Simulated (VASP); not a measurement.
Crystal: Hg.

```
Hg
1.0
     1.87786    1.08418    2.15473
    -1.87786    1.08418    2.15473
     0.00000   -2.16837    2.15473
Hg
1
Direct
  0.00000 0.00000 0.00000
```

Program: VASP 6.6.1. Alike in all runs: task single point; level r2SCAN; potentials or basis VASP PAW PBE potentials, release 64 (Hg); no spin polarisation; cell as given; cutoff (eV) 520.

Order these runs on this cell by their pressure, lowest first.
A. k mesh 4 × 4 × 4; smearing fermi-dirac 0.1 eV
B. k mesh 11 × 11 × 11; smearing methfessel-paxton 0.03 eV
C. k mesh 2 × 2 × 2; smearing fermi-dirac 0.1 eV

B (0.5 GPa), A (2.9 GPa), C (7.2 GPa).

Caveats: some runs use coarse meshes; the PAW data sets were made with another functional, which shifts forces and pressure a little.
